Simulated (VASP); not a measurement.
Wanted: the native input for a VASP 6.6.1 run.

```yaml
Task: electric field gradients
Functional: LDA
Potentials_or_basis: VASP PAW LDA potentials, release 64 (Sc_sv, Cu)
Cutoff: 520 eV
k_mesh: 11 × 11 × 11
Occupations: fermi-dirac, width 0.05 eV
Spin: no spin polarisation
Dipole_correction: no
Further_INCAR_settings: ALGO = Normal; EDIFF = 1e-08; NBANDS = 18
```

The structure of ScCu lies in POSCAR:

```
ScCu
1.0
    3.2560000000      0.0162800000      0.0162800000
    0.0162800000      3.2560000000      0.0162800000
    0.0162800000      0.0162800000      3.2560000000
Sc Cu
1 1
Direct
    0.5000000000      0.5000000000      0.5000000000
    0.0000000000      0.0000000000      0.0000000000
```

This cell differs from its parent crystal: equal xy, yz and zx shear strains of +1 %.

The input as run:

INCAR

```
ALGO = Normal
EDIFF = 1E-8
ENCUT = 520
GGA = CA
ISIF = 2
ISMEAR = -1
LASPH = True
LCHARG = False
LEFG = True
LREAL = False
LWAVE = False
NBANDS = 18
NELM = 100
PREC = Accurate
SIGMA = 0.05
```

KPOINTS

```
k-points
0
Gamma
  11 11 11
```

Potentials or basis: VASP PAW LDA potentials, release 64 (Sc_sv, Cu).

The run is started by

```sh
$ cat potpaw_LDA.64/Sc_sv/POTCAR potpaw_LDA.64/Cu/POTCAR > POTCAR
$ mpirun -np 1 vasp_std > vasp.out
```

Results of the run:

```
Pressure                                : -7.1 GPa
Band gap on the k mesh                  : zero (bands 11 and 12 overlap by 1.84 eV)
Largest electric field gradient by atom : Sc +0.3; Cu -3.1 V/Å²
```

Caveat: the cell differs from its parent crystal (equal xy, yz and zx shear strains of +1 %); the cell stands under tension; without QUAD_EFG the Cq values of the log hold for a quadrupole moment of 1 mb, not for the nuclei.

It took 59 s on 1 thread of Intel(R) Xeon(R) Platinum 8259CL CPU @ 2.50GHz (Skylake/Cascade Lake), on a shared host, peak memory 0.2 GiB.
